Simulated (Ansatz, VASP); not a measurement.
Two plane-wave programs on CdH2O2

INCAR

```
PREC     = Accurate       # precision mode
ENCUT    = 520            # plane-wave cutoff, eV
EDIFF    = 1E-6           # SCF threshold, eV
ISMEAR   = 0              # smearing method
SIGMA    = 0.01           # smearing width, eV
LREAL    = False          # projectors in reciprocal space
LASPH    = True           # aspherical terms in the spheres
NELM     = 60             # most SCF steps
ALGO     = Normal         # electronic algorithm
ISIF     = 2              # what is computed and relaxed
LWAVE    = False          # write WAVECAR
LCHARG   = False          # write CHGCAR
GGA      = PS             # functional
NBANDS   = 21             # bands
```

The input KPOINTS:

```
Automatic mesh
0
Gamma
  6 6 4
```

File POSCAR:

```
CdH2O2
1.0
    3.4919351280      0.0000000000      0.0000000000
   -1.7459625976      3.0240962971      0.0000000000
    0.0000000000      0.0000000000      4.6118181215
Cd H O
1 2 2
Direct
    0.0000000000      0.0000000000      0.0000000000
    0.6666666667      0.3333333333      0.5509600000
    0.3333333333      0.6666666667      0.4490400000
    0.6666666667      0.3333333333      0.7593700000
    0.3333333333      0.6666666667      0.2406300000
```

Input for Ansatz:

```yaml
crystal:
  lattice:
    - [3.4919351279989703, 0.0, 0.0]
    - [-1.7459625975575432, 3.024096297072335, 0.0]
    - [0.0, 0.0, 4.611818121477176]
  atoms:
    - { symbol: Cd, position: [0.0, 0.0, 0.0] }
    - { symbol: H, position: [0.6666666666666666, 0.3333333333333333, 0.55096] }
    - { symbol: H, position: [0.3333333333333333, 0.6666666666666666, 0.44904] }
    - { symbol: O, position: [0.6666666666666666, 0.3333333333333333, 0.75937] }
    - { symbol: O, position: [0.3333333333333333, 0.6666666666666666, 0.24063] }
basis:
  ecutwfc: 450.0
kpoints:
  mp_grid:
    grid: [6, 6, 4]
hamiltonian:
  xc: pbesol
scf:
  occupations:
    method: fixed
output:
  stress: true
```

Alike in both runs: task single point; functional PBEsol; k mesh 6 × 6 × 4; no spin polarisation.

```csv
,VASP,Ansatz
version,VASP 6.6.1,Ansatz 0.2.0
potentials or method,"VASP PAW PBE potentials, release 64 (Cd, H, O), cutoff 520 eV","plane waves, PAW"
occupations,"gaussian, width 0.01 eV",fixed
valence electrons in the cell,26,34
```

```csv
,VASP,Ansatz,Ansatz less VASP
pressure (GPa),2.7,1.8,-0.92
"traceless stress, the component that is largest in VASP (GPa)",3.32,2.84,-0.476
```

VASP's potentials were made for PBE, not for PBEsol. VASP's potentials hold 26 valence electrons a cell and Ansatz's 34, so a difference there can come from the potentials and not from the codes. Ansatz's warnings: structure snapped to symmetry.
